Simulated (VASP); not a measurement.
# Ru (Fd-3m) in VASP: a series of runs

Ru is run at these levels: r2SCAN; tasks: single point.

All numbers are computed with VASP 6.6.1; they aren't measurements. Logs are shortened: lines on timing, memory, paths and dates and some standing lists are left out, and cuts for length are marked.

## 1. The cell of the first run

Symmetry: Fd-3m, No. 227, cubic system. The conventional cell has a = 5.051 Å, b = 5.051 Å, c = 5.051 Å, α = 90.00°, β = 90.00°, γ = 90.00°. Within 2.9 Å of Ru (site symmetry -43m) lie 4 Ru at 2.19 Å.

This isn't the form of Ru at room conditions, which is hcp.

## 2. Single point, r2SCAN

Input file POSCAR:

```
Ru
1.0
    0.0000000000      2.5254462279      2.5254462279
    2.5254462279      0.0000000000      2.5254462279
    2.5254462279      2.5254462279      0.0000000000
Ru
2
Direct
    1.0000000000      1.0000000000      1.0000000000
    0.2500000000      0.2500000000      0.2500000000
```

Input file INCAR.step1:

```
SYSTEM = Ru
PREC = Accurate
ENCUT = 550
ISMEAR = 0
SIGMA = 0.05
LREAL = .FALSE.
LASPH = .TRUE.
NELM = 120
NBANDS = 21
GGA = PE
ALGO = Normal
EDIFF = 1E-5
LWAVE = .TRUE.
LCHARG = .FALSE.
GGA_COMPAT = .FALSE.
```

Input file INCAR.step2:

```
SYSTEM = Ru
PREC = Accurate
ENCUT = 550
EDIFF = 1E-6
ISMEAR = 0
SIGMA = 0.05
LREAL = .FALSE.
LASPH = .TRUE.
NELM = 120
ALGO = Normal
ISIF = 2
LWAVE = .FALSE.
LCHARG = .FALSE.
METAGGA = R2SCAN
LMIXTAU = .TRUE.
NBANDS = 21
ISTART = 1
GGA_COMPAT = .FALSE.
```

Input file KPOINTS:

```
Automatic mesh
0
G
  9 9 9
  0 0 0
```

Potentials or basis: VASP PAW PBE potentials, release 64 (Ru_pv).

Launch:

```
> cat potpaw_PBE.64/Ru_pv/POTCAR > POTCAR
> cp INCAR.step1 INCAR
> mpirun -np 1 vasp_std > vasp.out
> cp INCAR.step2 INCAR
> mpirun -np 1 vasp_std > vasp.out
```

OUTCAR:

```text
SYSTEM = Ru
   PREC = Accurate
   ENCUT = 550
   EDIFF = 1E-6
   ISMEAR = 0
   LREAL = .FALSE.
   LASPH = .TRUE.
   NELM = 120
   ISIF = 2
   METAGGA = R2SCAN
   ISTART = 1

 ion  position               nearest neighbor table
   1  0.000  0.000  0.000-   2 2.19   2 2.19   2 2.19   2 2.19
   2  0.250  0.250  0.250-   1 2.19   1 2.19   1 2.19   1 2.19

  LATTYP: Found a face centered cubic cell.
 ALAT       =     5.0508924558

  Lattice vectors:

 A1 = (   0.0000000000,   2.5254462279,   2.5254462279)
 A2 = (   2.5254462279,   0.0000000000,   2.5254462279)
 A3 = (   2.5254462279,   2.5254462279,   0.0000000000)

Analysis of symmetry for initial positions (statically):
=====================================================================
 Subroutine PRICEL returns:
 Original cell was already a primitive cell.

 Routine SETGRP: Setting up the symmetry group for a
 face centered cubic supercell.

 Subroutine GETGRP returns: Found 48 space group operations
 (whereof 24 operations were pure point group operations)
 out of a pool of 48 trial point group operations.

The static configuration has the point symmetry T_d .
 The point group associated with its full space group is O_h .

Analysis of symmetry for dynamics (positions and initial velocities):
=====================================================================
 Subroutine PRICEL returns:
 Original cell was already a primitive cell.

 Routine SETGRP: Setting up the symmetry group for a
 face centered cubic supercell.

 Subroutine GETGRP returns: Found 48 space group operations
 (whereof 24 operations were pure point group operations)
 out of a pool of 48 trial point group operations.

The dynamic configuration has the point symmetry T_d .
 The point group associated with its full space group is O_h .

 Subroutine INISYM returns: Found 48 space group operations
 (whereof 24 operations are pure point group operations),
 and found     1 'primitive' translations

----------------------------------------------------------------------------------------

                                     Primitive cell

  volume of cell :      32.2140

  direct lattice vectors                    reciprocal lattice vectors
     0.000000000  2.525446228  2.525446228    -0.197984813  0.197984813  0.197984813
     2.525446228  0.000000000  2.525446228     0.197984813 -0.197984813  0.197984813
     2.525446228  2.525446228  0.000000000     0.197984813  0.197984813 -0.197984813

  length of vectors
     3.571520307  3.571520307  3.571520307     0.342919756  0.342919756  0.342919756

  position of ions in fractional coordinates (direct lattice)
     0.000000000  0.000000000  0.000000000
     0.250000000  0.250000000  0.250000000

  ion indices of the primitive-cell ions
   primitive index   ion index
                 1           1
                 2           2

----------------------------------------------------------------------------------------

 KPOINTS: Automatic mesh

Automatic generation of k-mesh.
 Grid dimensions read from file:
 generate k-points for:    9    9    9

 Generating k-lattice:

  Cartesian coordinates                     Fractional coordinates (reciprocal lattice)
    -0.021998313  0.021998313  0.021998313     0.111111111  0.000000000  0.000000000
     0.021998313 -0.021998313  0.021998313     0.000000000  0.111111111  0.000000000
     0.021998313  0.021998313 -0.021998313     0.000000000  0.000000000  0.111111111

  Length of vectors
     0.038102195  0.038102195  0.038102195

  Shift w.r.t. Gamma in fractional coordinates (k-lattice)
     0.000000000  0.000000000  0.000000000

 Subroutine IBZKPT returns following result:
 ===========================================

 Found     35 irreducible k-points:

 Following reciprocal coordinates:
            Coordinates               Weight
  0.000000  0.000000  0.000000      1.000000
  0.111111  0.000000  0.000000      8.000000
  0.222222  0.000000  0.000000      8.000000
  0.333333  0.000000  0.000000      8.000000
  0.444444  0.000000  0.000000      8.000000
  0.111111  0.111111  0.000000      6.000000
[... 16 lines left out ...]
 -0.333333  0.333333  0.000000     12.000000
  0.444444  0.444444  0.000000      6.000000
 [... further k-points ...]
   k-points           NKPTS =     35   k-points in BZ     NKDIM =     35   number of bands    NBANDS=     21
   number of dos      NEDOS =    301   number of ions     NIONS =      2
   total plane-waves  NPLWV =  21952
   dimension x,y,z NGX =    28 NGY =   28 NGZ =   28
   dimension x,y,z NGXF=    56 NGYF=   56 NGZF=   56
   ions per type =               2
   NGX,Y,Z   is equivalent  to a cutoff of  13.03, 13.03, 13.03 a.u.
   NGXF,Y,Z  is equivalent  to a cutoff of  26.07, 26.07, 26.07 a.u.
 SYSTEM =  Ru
   PREC   = accura    normal or accurate (medium, high low for compatibility)
   ISTART =      1    job   : 0-new  1-cont  2-samecut
   ICHARG =      0    charge: 1-file 2-atom 10-const
   ISPIN  =      1    spin polarized calculation?
   LNONCOLLINEAR =      F non collinear calculations
   LSORBIT =      F    spin-orbit coupling
   LASPH  =      T    aspherical Exc in radial PAW
   ENCUT  =  550.0 eV  40.42 Ry    6.36 a.u.   6.83  6.83  6.83*2*pi/ulx,y,z
   NELM   =    120;   NELMIN=  2; NELMDL=  0     # of ELM steps
   EDIFF  = 0.1E-05   stopping-criterion for ELM
   LREAL  =      F    real-space projection
   EDIFFG = 0.1E-04   stopping-criterion for IOM
   NSW    =      0    number of steps for IOM
   IBRION =     -1    ionic relax: 0-MD 1-quasi-New 2-CG
   NFREE  =      0    steps in history (QN), initial steepest desc. (CG)
   ISIF   =      2    stress and relaxation
   ISYM   =      2    0-nonsym 1-usesym 2-fastsym
   POTIM  = 0.5000    time-step for ionic-motion
   TEBEG  =    0.0;   TEEND  =   0.0 temperature during run
   PSTRESS=    0.0 pullay stress
   NELECT =      28.0000    total number of electrons
   NUPDOWN=      -1.0000    fix difference up-down
   EMIN   =  10.00;   EMAX   =-10.00  energy-range for DOS
   EFERMI =   0.00;   METHOD = LEGACY
   ISMEAR =     0;   SIGMA  =   0.05  broadening in eV -4-tet -1-fermi 0-gaus
   EFERMI_NEDOS =   21; number of points for ismear=-14 and -15
   IALGO  =     38    algorithm
   IMIX   =      4    mixing-type and parameters
     AMIX     =   0.40;   BMIX     =  1.00
     AMIX_MAG =   1.60;   BMIX_MAG =  1.00
  volume/ion in A,a.u.               =      16.11       108.70
  Fermi-wavevector in a.u.,A,eV,Ry     =   1.562354  2.952421 33.211132  2.440949
  Thomas-Fermi vector in A             =   2.665285
   LORBIT       =      0    0 simple, 1 ext, 2 COOP (PROOUT), +10 PAW based schemes
   METAGGA = R2SCAN    functional components
   LHFCALC =     F    Hartree Fock is set to
   AEXX    =    0.0000 exact exchange contribution
   IVDW    =     0    specifies the selected vdW correction
   LEPSILON=     F    determine dielectric tensor
   LRPA    =     F    only Hartree local field effects (RPA)
 non-spin polarized calculation
 Gauss-broadening in eV      SIGMA  =   0.05
  energy-cutoff  :      550.00
  volume of cell :       32.21
 maximum number of plane-waves:       958
   NGX = 13   NGY = 13   NGZ = 13

 number of electron      28.0000009 magnetization

 Free energy of the ion-electron system (eV)
  ---------------------------------------------------
  ext. energy  EPLUGINS =         0.00000000
  ---------------------------------------------------
  free energy    TOTEN  =       -47.31404385 eV

  energy without entropy =      -47.31082973  energy(sigma->0) =      -47.31243679

 E-fermi :  10.2676     XC(G=0): -13.5530

 val. band max:       10.2663059169   @ k =   0.4444   0.2222   0.0000
 cond. band min:      10.3019728137   @ k =  -0.2222   0.1111   0.0000
 fundamental gap:      0.0356668968
 Fermi energy:        10.2675565296

 k-point     1 :       0.0000    0.0000    0.0000
  band No.  band energies     occupation
      1     -35.1214      2.00000
      2     -35.1214      2.00000
      3     -35.1214      2.00000
      4     -33.4081      2.00000
      5     -33.4081      2.00000
      6     -33.4081      2.00000
[... 13 lines left out ...]
     20      24.2895      0.00000
     21      24.5886      0.00000

 k-point     2 :       0.1111    0.0000    0.0000
  band No.  band energies     occupation
      1     -35.1474      2.00000
      2     -35.1474      2.00000
      3     -35.1200      2.00000
      4     -33.4088      2.00000
      5     -33.3791      2.00000
      6     -33.3791      2.00000
[... 13 lines left out ...]
     20      22.6770      0.00000
     21      24.6526      0.00000

 k-point     3 :       0.2222    0.0000    0.0000
  band No.  band energies     occupation
      1     -35.2097      2.00000
      2     -35.2097      2.00000
      3     -35.1179      2.00000
      4     -33.4089      2.00000
      5     -33.3092      2.00000
      6     -33.3092      2.00000
[... 13 lines left out ...]
     20      20.6636      0.00000
     21      22.8093      0.00000

 k-point     4 :       0.3333    0.0000    0.0000
  band No.  band energies     occupation
      1     -35.2753      2.00000
      2     -35.2753      2.00000
      3     -35.1181      2.00000
      4     -33.4055      2.00000
      5     -33.2349      2.00000
      6     -33.2349      2.00000
[... 13 lines left out ...]
     20      19.3933      0.00000
     21      22.0358      0.00000

 k-point     5 :       0.4444    0.0000    0.0000
  band No.  band energies     occupation
      1     -35.3157      2.00000
      2     -35.3157      2.00000
      3     -35.1199      2.00000
      4     -33.4013      2.00000
      5     -33.1890      2.00000
      6     -33.1890      2.00000
[... 13 lines left out ...]
     20      19.3925      0.00000
     21      21.8319      0.00000

 k-point     6 :       0.1111    0.1111    0.0000
  band No.  band energies     occupation
      1     -35.1785      2.00000
      2     -35.1785      2.00000
      3     -35.0701      2.00000
      4     -33.4628      2.00000
      5     -33.3449      2.00000
      6     -33.3449      2.00000
[... 13 lines left out ...]
     20      22.6106      0.00000
     21      24.1083      0.00000

 k-point     7 :       0.2222    0.1111    0.0000
  band No.  band energies     occupation
      1     -35.2431      2.00000
      2     -35.2428      2.00000
      3     -35.0276      2.00000
      4     -33.5055      2.00000
      5     -33.2741      2.00000
      6     -33.2728      2.00000
[... 13 lines left out ...]
     20      21.4269      0.00000
     21      22.7773      0.00000
[... 291 lines left out ...]
      1     -35.4364      2.00000
      2     -35.4364      2.00000
      3     -34.6986      2.00000
      4     -33.8513      2.00000
      5     -33.0531      2.00000
      6     -33.0531      2.00000
[... 13 lines left out ...]
     20      19.1093      0.00000
     21      19.3975      0.00000

 k-point    21 :       0.4444    0.3333    0.0000
  band No.  band energies     occupation
      1     -35.4963      2.00000
      2     -35.4730      2.00000
      3     -34.5752      2.00000
      4     -33.9710      2.00000
      5     -33.0108      2.00000
      6     -32.9910      2.00000
[... 13 lines left out ...]
     20      18.0655      0.00000
     21      19.3936      0.00000

 k-point    22 :      -0.4444    0.3333    0.0000
  band No.  band energies     occupation
      1     -35.5510      2.00000
      2     -35.4675      2.00000
      3     -34.5087      2.00000
      4     -34.0240      2.00000
      5     -33.0165      2.00000
      6     -32.9431      2.00000
[... 13 lines left out ...]
     20      18.3343      0.00000
     21      19.3933      0.00000

 k-point    23 :      -0.3333    0.3333    0.0000
  band No.  band energies     occupation
      1     -35.5647      2.00000
      2     -35.4219      2.00000
      3     -34.6096      2.00000
      4     -33.9112      2.00000
      5     -33.0682      2.00000
      6     -32.9372      2.00000
[... 13 lines left out ...]
     20      19.3928      0.00000
     21      19.3938      0.00000

 k-point    24 :       0.4444    0.4444    0.0000
  band No.  band energies     occupation
      1     -35.5126      2.00000
      2     -35.5126      2.00000
      3     -34.4243      2.00000
      4     -34.1309      2.00000
      5     -32.9652      2.00000
      6     -32.9651      2.00000
[... 13 lines left out ...]
     20      16.8314      0.00000
     21      19.3929      0.00000

 [... further k-points ...]
[... 5 lines left out ...]
  --------------------------------------------------------------------------------------
  -------------------------------------------------------------------------------------
  Total       12.6450073     12.6450073     12.6450073      0.0000000      0.0000000      0.0000000
  in kB      628.9053569    628.9053569    628.9053569      0.0000000      0.0000000      0.0000000
  external PRESSURE =     628.9053569 kB  Pullay stress =       0.0000000 kB

 VOLUME and BASIS-vectors are now :
 -----------------------------------------------------------------------------
  energy-cutoff  :      550.00
  volume of cell :       32.21
      direct lattice vectors                 reciprocal lattice vectors
     0.000000000  2.525446228  2.525446228    -0.197984813  0.197984813  0.197984813
     2.525446228  0.000000000  2.525446228     0.197984813 -0.197984813  0.197984813
     2.525446228  2.525446228  0.000000000     0.197984813  0.197984813 -0.197984813

 POSITION                                       TOTAL-FORCE (eV/Angst)
 -----------------------------------------------------------------------------------
      0.00000      0.00000      0.00000        -0.000000      0.000000      0.000000
      1.26272      1.26272      1.26272         0.000000     -0.000000     -0.000000
 -----------------------------------------------------------------------------------
    total drift:                                0.000000      0.000000      0.000000

  FREE ENERGIE OF THE ION-ELECTRON SYSTEM (eV)
  ---------------------------------------------------
  free  energy   TOTEN  =       -47.3140438507 eV

  energy  without entropy=      -47.3108297263  energy(sigma->0) =      -47.31243679
```

Wall time 42 s (1 thread of Intel Xeon 6975P-C (Granite Rapids), shared host); peak memory 0.17 GiB.

Results:

| Property | Result |
| --- | --- |
| Free energy | -47.3140 eV |
| Pressure | 62.9 GPa |
| Band gap on the k mesh | zero (bands 14 and 15 overlap by 0.92 eV) |

Caveat: the cell stands under pressure; the PAW data sets were made with another functional, which shifts forces and pressure a little.

## 3. Single point, r2SCAN

This run uses another cell than the first one, of 16.97 Å³/atom.

Input file POSCAR:

```
Ru
1.0
    0.0000000000      2.5695347008      2.5695347008
    2.5695347008      0.0000000000      2.5695347008
    2.5695347008      2.5695347008      0.0000000000
Ru
2
Direct
    1.0000000000      1.0000000000      1.0000000000
    0.2500000000      0.2500000000      0.2500000000
```

INCAR.step1 is that of step 2.

INCAR.step2 is that of step 2.

KPOINTS is that of step 2.

Potentials or basis: VASP PAW PBE potentials, release 64 (Ru_pv).

Launch:

```
> cat potpaw_PBE.64/Ru_pv/POTCAR > POTCAR
> cp INCAR.step1 INCAR
> mpirun -np 1 vasp_std > vasp.out
> cp INCAR.step2 INCAR
> mpirun -np 1 vasp_std > vasp.out
```

Run time: 42 s. Hardware: 1 thread of Intel Xeon 6975P-C (Granite Rapids), shared host; peak memory 0.17 GiB.

The run converged. Its results:

```
Free energy            : -47.8722 eV
Pressure               : 42.0 GPa
Band gap on the k mesh : zero (bands 14 and 15 overlap by 0.87 eV)
```

Levels at points of the mesh, in eV from the Fermi level:
| k point | band 12 | band 13 | band 14 | band 15 | band 16 | band 17 |
| --- | --- | --- | --- | --- | --- | --- |
| (0.00, 0.00, 0.00) | -4.07 | -0.55 | -0.55 | -0.55 | 2.53 | 2.53 |

Caveat: the cell stands under pressure; the PAW data sets were made with another functional, which shifts forces and pressure a little.

## 4. Single point, r2SCAN

This run uses another cell than the first one, of 18.11 Å³/atom.

Input file POSCAR:

```
Ru
1.0
    0.0000000000      2.6261462279      2.6261462279
    2.6261462279      0.0000000000      2.6261462279
    2.6261462279      2.6261462279      0.0000000000
Ru
2
Direct
    1.0000000000      1.0000000000      1.0000000000
    0.2500000000      0.2500000000      0.2500000000
```

Input file INCAR.step1:

```
SYSTEM = Ru
PREC     = Accurate       ! precision mode
ENCUT    = 550            ! plane-wave cutoff, eV
ISMEAR   = 0              ! smearing method
SIGMA    = 0.05           ! smearing width, eV
LREAL    = .FALSE.        ! projectors in reciprocal space
LASPH    = .TRUE.         ! aspherical terms in the spheres
NELM     = 120            ! most SCF steps
NBANDS   = 21             ! bands
GGA      = PE             ! functional
ALGO     = Normal         ! electronic algorithm
EDIFF    = 1E-5           ! SCF threshold, eV
LWAVE    = .TRUE.         ! write WAVECAR
LCHARG   = .FALSE.        ! write CHGCAR
GGA_COMPAT= .FALSE.
```

Input file INCAR.step2:

```
SYSTEM = Ru
PREC     = Accurate       ! precision mode
ENCUT    = 550            ! plane-wave cutoff, eV
EDIFF    = 1E-6           ! SCF threshold, eV
ISMEAR   = 0              ! smearing method
SIGMA    = 0.05           ! smearing width, eV
LREAL    = .FALSE.        ! projectors in reciprocal space
LASPH    = .TRUE.         ! aspherical terms in the spheres
NELM     = 120            ! most SCF steps
ALGO     = Normal         ! electronic algorithm
ISIF     = 2              ! what is computed and relaxed
LWAVE    = .FALSE.        ! write WAVECAR
LCHARG   = .FALSE.        ! write CHGCAR
METAGGA  = R2SCAN         ! meta-GGA
LMIXTAU  = .TRUE.       
NBANDS   = 21             ! bands
ISTART   = 1            
GGA_COMPAT= .FALSE.
```

Input file KPOINTS:

```
regular mesh
0
G
  9 9 9
  0 0 0
```

Launch:

```
> cat potpaw_PBE.64/Ru_pv/POTCAR > POTCAR
> cp INCAR.step1 INCAR
> mpirun -np 1 vasp_std > vasp.out
> cp INCAR.step2 INCAR
> mpirun -np 1 vasp_std > vasp.out
```

Wall time 44 s (1 thread of Intel Xeon 6975P-C (Granite Rapids), shared host); peak memory 0.17 GiB.

The run converged. Its results:

```
Free energy            : -48.3185 eV
Pressure               : 21.4 GPa
Band gap on the k mesh : zero (bands 14 and 15 overlap by 0.83 eV)
```

Levels at points of the mesh, in eV from the Fermi level:
| k point | band 12 | band 13 | band 14 | band 15 | band 16 | band 17 |
| --- | --- | --- | --- | --- | --- | --- |
| (0.00, 0.00, 0.00) | -3.82 | -0.52 | -0.52 | -0.52 | 2.27 | 2.27 |

Caveat: the cell stands under pressure; the PAW data sets were made with another functional, which shifts forces and pressure a little.

(Continued in part 2 of 2.)

The gap in the log of VASP goes by the Fermi energy; the results here count the filled bands.